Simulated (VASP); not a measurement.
# Pb (I4_1/amd) in VASP: a series of runs

The runs below take Pb through relaxation of cell and atoms, with PBE.

Program: VASP 6.6.1. These are calculated values, not measurements. Logs are shortened: lines on timing, memory, paths and dates and some standing lists are left out, and cuts for length are marked.

## 1. The cell of the first run

The structure is tetragonal, space group I4_1/amd (No. 141). Conventional cell: a = 6.004 Å, b = 6.004 Å, c = 3.302 Å, α = 90.00°, β = 90.00°, γ = 90.00°. Pb (site symmetry -4m2) has 10 Pb at 3.11 to 3.89 Å within 4.1 Å.

## 2. Relaxation of cell and atoms, PBE, target pressure 4.9 GPa, at which the enthalpy is minimised

INCAR reads:

```
SYSTEM = Pb
  ALGO = Normal
  EDIFF = 1E-7
  EDIFFG = -0.005
  ENCUT = 600
  GGA = PE
  IBRION = 2
  ISIF = 3
  ISMEAR = -1
  LASPH = .TRUE.
  LCHARG = .FALSE.
  LREAL = .FALSE.
  LWAVE = .FALSE.
  NELM = 100
  NSW = 60
  PREC = Accurate
  PSTRESS = 49.0
  SIGMA = 0.1
```

KPOINTS reads:

```
k-points
0
G
  13 13 13
  0 0 0
```

POSCAR reads:

```
Pb
1.0
   -3.0017667621      3.0017667621      1.6509717192
    3.0017667621     -3.0017667621      1.6509717192
    3.0017667621      3.0017667621     -1.6509717192
Pb
2
Direct
   -0.3750000000     -0.1250000000     -0.2500000000
    0.3750000000      0.1250000000      0.2500000000
```

Potentials or basis: VASP PAW PBE potentials, release 64 (Pb_d).

On the command line:

```sh
$ cat potpaw_PBE.64/Pb_d/POTCAR > POTCAR
$ mpirun -np 1 vasp_std > vasp.out
```

OUTCAR:

```text
SYSTEM = Pb
   EDIFF = 1E-7
   EDIFFG = -0.005
   ENCUT = 600
   GGA = PE
   IBRION = 2
   ISIF = 3
   ISMEAR = -1
   LASPH = .TRUE.
   LREAL = .FALSE.
   NELM = 100
   NSW = 60
   PREC = Accurate
   PSTRESS = 49.0

 ion  position               nearest neighbor table
   1  0.625  0.875  0.750-   2 3.11   2 3.11   2 3.11   2 3.11   2 3.89   2 3.89   2 3.89   2 3.89

   2  0.375  0.125  0.250-   1 3.11   1 3.11   1 3.11   1 3.11   1 3.89   1 3.89   1 3.89   1 3.89

  LATTYP: Found a body centered tetragonal cell.
 ALAT       =     6.0035335242
 C/A-ratio  =     0.5500000000

  Lattice vectors:

 A1 = (  -3.0017667621,   3.0017667621,   1.6509717192)
 A2 = (   3.0017667621,  -3.0017667621,   1.6509717192)
 A3 = (   3.0017667621,   3.0017667621,  -1.6509717192)

Analysis of symmetry for initial positions (statically):
=====================================================================
 Subroutine PRICEL returns:
 Original cell was already a primitive cell.

 Routine SETGRP: Setting up the symmetry group for a
 body centered tetragonal supercell.

 Subroutine GETGRP returns: Found 16 space group operations
 (whereof  4 operations were pure point group operations)
 out of a pool of 16 trial point group operations.

The static configuration has the point symmetry C_2h.
 The point group associated with its full space group is D_4h.

Analysis of symmetry for dynamics (positions and initial velocities):
=====================================================================
 Subroutine PRICEL returns:
 Original cell was already a primitive cell.

 Routine SETGRP: Setting up the symmetry group for a
 body centered tetragonal supercell.

 Subroutine GETGRP returns: Found 16 space group operations
 (whereof  4 operations were pure point group operations)
 out of a pool of 16 trial point group operations.

The dynamic configuration has the point symmetry C_2h.
 The point group associated with its full space group is D_4h.

 Subroutine INISYM returns: Found 16 space group operations
 (whereof  4 operations are pure point group operations),
 and found     1 'primitive' translations

----------------------------------------------------------------------------------------

                                     Primitive cell

  volume of cell :      59.5050

  direct lattice vectors                    reciprocal lattice vectors
    -3.001766762  3.001766762  1.650971719     0.000000000  0.166568571  0.302851947
     3.001766762 -3.001766762  1.650971719     0.166568571  0.000000000  0.302851947
[... 93 lines left out ...]
   POTIM  = 0.5000    time-step for ionic-motion
   TEBEG  =    0.0;   TEEND  =   0.0 temperature during run
   PSTRESS=   49.0 pullay stress
   NELECT =      28.0000    total number of electrons
   NUPDOWN=      -1.0000    fix difference up-down
   EMIN   =  10.00;   EMAX   =-10.00  energy-range for DOS
   EFERMI =   0.00;   METHOD = LEGACY
   ISMEAR =    -1;   SIGMA  =   0.10  broadening in eV -4-tet -1-fermi 0-gaus
   EFERMI_NEDOS =   21; number of points for ismear=-14 and -15
   IALGO  =     38    algorithm
   IMIX   =      4    mixing-type and parameters
     AMIX     =   0.40;   BMIX     =  1.00
     AMIX_MAG =   1.60;   BMIX_MAG =  1.00
  volume/ion in A,a.u.               =      29.75       200.78
  Fermi-wavevector in a.u.,A,eV,Ry     =   1.273336  2.406256 22.060275  1.621384
  Thomas-Fermi vector in A             =   2.406165
   LORBIT       =      0    0 simple, 1 ext, 2 COOP (PROOUT), +10 PAW based schemes
   GGA     = PE    functional components
   LHFCALC =     F    Hartree Fock is set to
   AEXX    =    0.0000 exact exchange contribution
   IVDW    =     0    specifies the selected vdW correction
   LEPSILON=     F    determine dielectric tensor
   LRPA    =     F    only Hartree local field effects (RPA)
 conjugate gradient relaxation of ions
 non-spin polarized calculation
  energy-cutoff  :      600.00
  volume of cell :       59.51
 maximum number of plane-waves:      2005
   NGX = 19   NGY = 19   NGZ = 19

--------------------------------------- Ionic step        1  -------------------------------------------

 number of electron      27.9999994 magnetization

 Free energy of the ion-electron system (eV)
  ---------------------------------------------------
  ext. energy  EPLUGINS =         0.00000000
  ---------------------------------------------------
  free energy    TOTEN  =        -6.75716948 eV

  energy without entropy =       -6.72075967  energy(sigma->0) =       -6.73896458

------------------------ aborting loop because EDIFF is reached ----------------------------------------

  FORCE on cell =-STRESS in cart. coord.  units (eV):
  Direction    XX          YY          ZZ          XY          YZ          ZX
  --------------------------------------------------------------------------------------
  -------------------------------------------------------------------------------------
  Total        2.2707361      2.2707361      1.5885300      0.0000000     -0.0000000      0.0000000
  in kB       61.1397602     61.1397602     42.7713034      0.0000000     -0.0000000      0.0000000
  external PRESSURE =       6.0169413 kB  Pullay stress =      49.0000000 kB
[... 139 lines left out ...]
--------------------------------------- Ionic step        5  -------------------------------------------

 number of electron      28.0000006 magnetization

 Free energy of the ion-electron system (eV)
  ---------------------------------------------------
  ext. energy  EPLUGINS =         0.00000000
  ---------------------------------------------------
  free energy    TOTEN  =        -6.78168929 eV

  energy without entropy =       -6.74429480  energy(sigma->0) =       -6.76299205

 E-fermi :   7.1811     XC(G=0): -10.1679

 val. band max:        7.1795347560   @ k =  -0.2308  -0.3077   0.1538
 cond. band min:       7.1846656611   @ k =  -0.1538  -0.4615   0.1538
 fundamental gap:      0.0051309051
 Fermi energy:         7.1811268562

 k-point     1 :       0.0000    0.0000    0.0000
  band No.  band energies     occupation
      1     -10.1021      2.00000
      2      -9.9761      2.00000
      3      -9.9131      2.00000
      4      -9.9102      2.00000
      5      -9.5894      2.00000
      6      -9.5894      2.00000
[... 481 lines left out ...]
      5      -9.7094      2.00000
      6      -9.6723      2.00000
[... 10 lines left out ...]
     17      11.4260      0.00000
     18      11.9252      0.00000

 [... further k-points ...]

------------------------ aborting loop because EDIFF is reached ----------------------------------------

  FORCE on cell =-STRESS in cart. coord.  units (eV):
  Direction    XX          YY          ZZ          XY          YZ          ZX
  --------------------------------------------------------------------------------------
  -------------------------------------------------------------------------------------
  Total        1.8457361      1.8457361      1.8392545     -0.0000000      0.0000000      0.0000000
  in kB       49.2309963     49.2309963     49.0581144     -0.0000000      0.0000000      0.0000000
  external PRESSURE =       0.1733690 kB  Pullay stress =      49.0000000 kB
[... 21 lines left out ...]
  energy  without entropy=       -6.7442948027  energy(sigma->0) =       -6.76299205

  enthalpy is  TOTEN    =        -4.9446135654 eV   P V=        1.8370757243

 reached required accuracy - stopping structural energy minimisation
```

CONTCAR:

```text
Pb
   1.00000000000000
    -3.0387508208832434    3.0387508208832434    1.6262652833021627
     3.0387508208832434   -3.0387508208832434    1.6262652833021627
     3.0387508208832434    3.0387508208832434   -1.6262652833021627
  Pb
     2
Direct
     0.6250000000000000    0.8750000000000000    0.7500000000000000
     0.3750000000000000    0.1250000000000000    0.2500000000000000

  0.00000000E+00  0.00000000E+00  0.00000000E+00
  0.00000000E+00  0.00000000E+00  0.00000000E+00
```

Wall time 5.5 min (1 thread of Intel Xeon 6975P-C (Granite Rapids), shared host); peak memory 0.37 GiB.

Results:

```yaml
Free_energy: -6.7817 eV
Relaxed_volume: 30.03 Å³/atom
Relaxed_cell: a = 4.595 Å, b = 4.595 Å, c = 4.595 Å, α = 97.20°, β = 97.20°, γ = 138.54°
Space_group_after_relaxing_to_0.1_Å: I4_1/amd (No. 141)
Energy_change_on_relaxing_the_run_minimises_the_enthalpy: -12.3 meV/atom
Ionic_steps: 5
Pressure_after_relaxing: 4.9 GPa
Band_gap_on_the_k_mesh: zero (bands 14 and 15 overlap by 3.48 eV)
```

Step by step:
```
step  energy change (eV)  largest force (eV/Å)  pressure (GPa)  volume (Å³)
   1              0.0000                0.0000            5.50        59.51
   2             -0.0353                0.0000            4.52        60.47
   3             -0.0371                0.0000            4.47        60.53
   4             -0.0242                0.0000            4.93        60.06
   5             -0.0245                0.0000            4.92        60.07
```

Final structure:
```
Pb
1.0
    -3.03875    3.03875    1.62627
     3.03875   -3.03875    1.62627
     3.03875    3.03875   -1.62627
Pb
2
Cartesian
  3.0388 1.5194 1.2197
  0.0000 1.5194 0.4066
```

Levels at points of the mesh, in eV from the Fermi level:
```csv
k point,band 12,band 13,band 14,band 15,band 16,band 17
"(0.00, 0.00, 0.00)",-5.80,-1.77,-1.77,3.68,5.91,5.91
```

Caveat: the cell is relaxed towards a set pressure, so the run minimises the enthalpy, not the energy; spin-orbit coupling is left out, which moves the levels of the heavy elements.

## 3. Relaxation of cell and atoms, PBE, target pressure 4.9 GPa, at which the enthalpy is minimised

This run uses another cell than the first one, of 30.04 Å³/atom.

INCAR reads:

```
PREC = Accurate ; ENCUT = 600
EDIFF = 1E-7 ; ISMEAR = -1
SIGMA = 0.1 ; LREAL = False
LASPH = True ; NELM = 60
ALGO = Normal ; ISIF = 3
LWAVE = False ; LCHARG = False
GGA = PE ; IBRION = 2
NSW = 32 ; EDIFFG = -0.005
PSTRESS = 49.0
```

KPOINTS reads:

```
regular mesh
0
Gamma
  13 13 13
```

POSCAR reads:

```
Pb
1.0
   -3.0393400254      3.0393400254      1.6260127666
    3.0393400254     -3.0393400254      1.6260127666
    3.0393400254      3.0393400254     -1.6260127666
Pb
2
Direct
   -0.3750000000     -0.1250000000     -0.2500000000
    0.3750000000      0.1250000000      0.2500000000
```

Potentials or basis: VASP PAW PBE potentials, release 64 (Pb_d).

On the command line:

```sh
$ cat potpaw_PBE.64/Pb_d/POTCAR > POTCAR
$ mpirun -np 1 vasp_std > vasp.out
```

OUTCAR:

```text
PREC = Accurate
   ENCUT = 600
   EDIFF = 1E-7
   ISMEAR = -1
   LREAL = False
   LASPH = True
   NELM = 60
   ISIF = 3
   GGA = PE
   IBRION = 2
   NSW = 32
   EDIFFG = -0.005
   PSTRESS = 49.0

 ion  position               nearest neighbor table
   1  0.625  0.875  0.750-   2 3.15   2 3.15   2 3.15   2 3.15   2 3.90   2 3.90   2 3.90   2 3.90

   2  0.375  0.125  0.250-   1 3.15   1 3.15   1 3.15   1 3.15   1 3.90   1 3.90   1 3.90   1 3.90

  LATTYP: Found a body centered tetragonal cell.
 ALAT       =     6.0786800508
 C/A-ratio  =     0.5349887650

  Lattice vectors:

 A1 = (  -3.0393400254,   3.0393400254,   1.6260127666)
 A2 = (   3.0393400254,  -3.0393400254,   1.6260127666)
 A3 = (   3.0393400254,   3.0393400254,  -1.6260127666)

Analysis of symmetry for initial positions (statically):
=====================================================================
 Subroutine PRICEL returns:
 Original cell was already a primitive cell.

 Routine SETGRP: Setting up the symmetry group for a
 body centered tetragonal supercell.

 Subroutine GETGRP returns: Found 16 space group operations
 (whereof  4 operations were pure point group operations)
 out of a pool of 16 trial point group operations.

The static configuration has the point symmetry C_2h.
 The point group associated with its full space group is D_4h.

Analysis of symmetry for dynamics (positions and initial velocities):
=====================================================================
 Subroutine PRICEL returns:
 Original cell was already a primitive cell.

 Routine SETGRP: Setting up the symmetry group for a
 body centered tetragonal supercell.

 Subroutine GETGRP returns: Found 16 space group operations
[... 119 lines left out ...]
   ISMEAR =    -1;   SIGMA  =   0.10  broadening in eV -4-tet -1-fermi 0-gaus
   EFERMI_NEDOS =   21; number of points for ismear=-14 and -15
   IALGO  =     38    algorithm
   IMIX   =      4    mixing-type and parameters
     AMIX     =   0.40;   BMIX     =  1.00
     AMIX_MAG =   1.60;   BMIX_MAG =  1.00
  volume/ion in A,a.u.               =      30.04       202.73
  Fermi-wavevector in a.u.,A,eV,Ry     =   1.269249  2.398532 21.918874  1.610992
  Thomas-Fermi vector in A             =   2.402300
   LORBIT       =      0    0 simple, 1 ext, 2 COOP (PROOUT), +10 PAW based schemes
   GGA     = PE    functional components
   LHFCALC =     F    Hartree Fock is set to
   AEXX    =    0.0000 exact exchange contribution
   IVDW    =     0    specifies the selected vdW correction
   LEPSILON=     F    determine dielectric tensor
   LRPA    =     F    only Hartree local field effects (RPA)
 conjugate gradient relaxation of ions
 non-spin polarized calculation
  energy-cutoff  :      600.00
  volume of cell :       60.08
 maximum number of plane-waves:      2024
 NGX is ok and might be reduce to    40
   NGX = 19   NGY = 19   NGZ = 19

 number of electron      28.0000003 magnetization

 Free energy of the ion-electron system (eV)
  ---------------------------------------------------
  ext. energy  EPLUGINS =         0.00000000
  ---------------------------------------------------
  free energy    TOTEN  =        -6.78223241 eV

  energy without entropy =       -6.74482584  energy(sigma->0) =       -6.76352913

 E-fermi :   7.1785     XC(G=0): -10.1667

 val. band max:        7.1751455811   @ k =  -0.2308  -0.3077   0.1538
 cond. band min:       7.1818435700   @ k =  -0.1538  -0.4615   0.1538
 fundamental gap:      0.0066979889
 Fermi energy:         7.1785490977

 k-point     1 :       0.0000    0.0000    0.0000
  band No.  band energies     occupation
      1     -10.1041      2.00000
      2      -9.9788      2.00000
      3      -9.9152      2.00000
      4      -9.9130      2.00000
      5      -9.5916      2.00000
      6      -9.5916      2.00000
[... 481 lines left out ...]
      5      -9.7119      2.00000
      6      -9.6748      2.00000
[... 10 lines left out ...]
     17      11.4236      0.00000
     18      11.9199      0.00000

 [... further k-points ...]

------------------------ aborting loop because EDIFF is reached ----------------------------------------

  FORCE on cell =-STRESS in cart. coord.  units (eV):
  Direction    XX          YY          ZZ          XY          YZ          ZX
  --------------------------------------------------------------------------------------
  -------------------------------------------------------------------------------------
  Total        1.8399916      1.8399916      1.8374796      0.0000000      0.0000000      0.0000000
  in kB       49.0663670     49.0663670     48.9993791      0.0000000      0.0000000      0.0000000
  external PRESSURE =       0.0440377 kB  Pullay stress =      49.0000000 kB

 VOLUME and BASIS-vectors are now :
 -----------------------------------------------------------------------------
  energy-cutoff  :      600.00
  volume of cell :       60.08
      direct lattice vectors                 reciprocal lattice vectors
    -3.039340025  3.039340025  1.626012767     0.000000000  0.164509399  0.307500661
     3.039340025 -3.039340025  1.626012767     0.164509399  0.000000000  0.307500661
     3.039340025  3.039340025 -1.626012767     0.164509399  0.164509399  0.000000000

 POSITION                                       TOTAL-FORCE (eV/Angst)
 -----------------------------------------------------------------------------------
      3.03934      1.51967      1.21951         0.000000     -0.000000     -0.000000
     -0.00000      1.51967      0.40650        -0.000000      0.000000      0.000000
 -----------------------------------------------------------------------------------
    total drift:                               -0.000000     -0.000000      0.000000

  FREE ENERGIE OF THE ION-ELECTRON SYSTEM (eV)
  ---------------------------------------------------
  free  energy   TOTEN  =        -6.7822324092 eV

  energy  without entropy=       -6.7448258450  energy(sigma->0) =       -6.76352913

  enthalpy is  TOTEN    =        -4.9447295698 eV   P V=        1.8375028394

 reached required accuracy - stopping structural energy minimisation
```

CONTCAR:

```text
Pb
   1.00000000000000
    -3.0393400254000000    3.0393400254000000    1.6260127665999999
     3.0393400254000000   -3.0393400254000000    1.6260127665999999
     3.0393400254000000    3.0393400254000000   -1.6260127665999999
  Pb
     2
Direct
     0.6250000000000000    0.8750000000000000    0.7500000000000000
     0.3750000000000000    0.1250000000000000    0.2500000000000000

  0.00000000E+00  0.00000000E+00  0.00000000E+00
  0.00000000E+00  0.00000000E+00  0.00000000E+00
```

Wall time 2.4 min (1 thread of Intel Xeon 6975P-C (Granite Rapids), shared host); peak memory 0.39 GiB.

Results:

| Item | Value |
| --- | --- |
| Free energy | -6.7822 eV |
| Pressure after relaxing | 4.9 GPa |
| Band gap on the k mesh | zero (bands 14 and 15 overlap by 3.48 eV) |

Final structure:
```
CELL_PARAMETERS angstrom
-3.03934 3.03934 1.62601
3.03934 -3.03934 1.62601
3.03934 3.03934 -1.62601
ATOMIC_POSITIONS crystal
Pb 0.62500 0.87500 0.75000
Pb 0.37500 0.12500 0.25000
```

Caveat: the cell is relaxed towards a set pressure, so the run minimises the enthalpy, not the energy; spin-orbit coupling is left out, which moves the levels of the heavy elements.
